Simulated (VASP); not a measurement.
The system is Co.

```
Co
1.0
     2.28685    0.00000    0.00000
     0.00000    2.28685    0.00000
     0.00000    0.00000    2.28685
Co
1
Direct
  0.00000 0.00000 0.00000
```

| Quantity | Value |
| --- | --- |
| Program | VASP 6.6.1 |
| Task | relaxation of cell and atoms |
| Functional | BLYP |
| Potentials or basis | VASP PAW PBE potentials, release 64 (Co) |
| Cutoff | 600 eV |
| k mesh | 14 × 14 × 14 |
| Occupations | fermi-dirac, width 0.1 eV |
| Spin | no spin polarisation |

At the start: pressure 7.2 GPa; volume 11.96 Å³/atom.

Q: Where does the relaxation end?

A: Over 3 steps the energy falls by 10.8 meV/atom and the volume is 12.47 Å³/atom (+4.2 %); space group Pm-3m (No. 221, to 0.05 Å).

Step by step:
```
step  energy change (eV)  largest force (eV/Å)  pressure (GPa)  volume (Å³)
   1              0.0000                0.0000            7.16        11.96
   2             -0.0036                0.0000           -5.06        12.91
   3             -0.0108                0.0000           -0.03        12.47
```

Final structure:
```
Co
1.0
     2.31870    0.00000    0.00000
     0.00000    2.31870    0.00000
     0.00000    0.00000    2.31870
Co
1
Direct
  0.00000 0.00000 0.00000
```

Caveat: the PAW data sets were made with another functional, which shifts forces and pressure a little; the run has no spin polarisation, though such a crystal can be magnetic.
